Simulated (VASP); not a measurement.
Crystal: BAs.

```xyz
2
Lattice="2.9252 0.0000 0.0000 0.0000 2.9252 0.0000 0.0000 0.0000 2.9252" Properties=species:S:1:pos:R:3 pbc="T T T"
B     0.0000    0.0000    0.0000
As    1.4626    1.4626    1.4626
```

Program: VASP 6.6.1. Alike in all runs: task single point; potentials or basis VASP PAW PBE potentials, release 64 (B, As); no spin polarisation; cell as given; smearing fermi-dirac 0.02 eV. Hardware: 1 thread of AMD EPYC 7R13 (shared host).

Q: Order these runs on this cell by their wall time, lowest first.
A. level PBE; k mesh 6 × 6 × 6; cutoff (eV) 500
B. level PBE; k mesh 4 × 4 × 4; cutoff (eV) 500
C. level r2SCAN; k mesh 4 × 4 × 4; cutoff (eV) 550

A: B (4.8 s), A (12 s), C (26 s).

Caveats: some runs use coarse meshes.
